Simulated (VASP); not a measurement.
The system is GeP4.

```
CELL_PARAMETERS angstrom
-2.92621 2.92621 2.92621
2.92621 -2.92621 2.92621
2.92621 2.92621 -2.92621
ATOMIC_POSITIONS crystal
Ge 0.00000 0.00000 0.00000
P 0.00000 0.00000 0.50000
P 0.50000 0.00000 0.00000
P 0.00000 0.50000 0.00000
P 0.50000 0.50000 0.50000
```

The cell was built from a structure type or drawn by symmetry, and may not be a known phase.

- Program: VASP 6.6.1
- Task: relaxation of cell and atoms
- Functional: PBE
- Potentials or basis: VASP PAW PBE potentials, release 64 (Ge_d, P)
- Cutoff: 600 eV
- k mesh: 10 × 10 × 10
- Occupations: gaussian, width 0.1 eV
- Spin: no spin polarisation

At the start: pressure -3.6 GPa; volume 20.05 Å³/atom.

How do energy, volume and symmetry change on relaxing?

Over 3 steps the energy falls by 13.4 meV/atom and the volume is 18.91 Å³/atom (-5.7 %); space group Im-3m (No. 229, to 0.1 Å) before and after.

Step by step:
| step | energy change (eV) | largest force (eV/Å) | pressure (GPa) | volume (Å³) |
| --- | --- | --- | --- | --- |
| 1 | 0.0000 | 0.0000 | -3.62 | 100.23 |
| 2 | -0.0659 | 0.0000 | 0.57 | 93.80 |
| 3 | -0.0672 | 0.0000 | 0.03 | 94.54 |

Final structure:
```cif
data_structure
_symmetry_space_group_name_H-M 'P 1'
_symmetry_Int_Tables_number 1
_cell_length_a 4.9707
_cell_length_b 4.9707
_cell_length_c 4.9707
_cell_angle_alpha 109.471
_cell_angle_beta 109.471
_cell_angle_gamma 109.471
_cell_volume 94.54
loop_
_atom_site_label
_atom_site_type_symbol
_atom_site_fract_x
_atom_site_fract_y
_atom_site_fract_z
_atom_site_occupancy
Ge1 Ge 0.00000 0.00000 0.00000 1
P1 P 0.00000 0.00000 0.50000 1
P2 P 0.50000 0.00000 0.00000 1
P3 P 0.00000 0.50000 0.00000 1
P4 P 0.50000 0.50000 0.50000 1
```
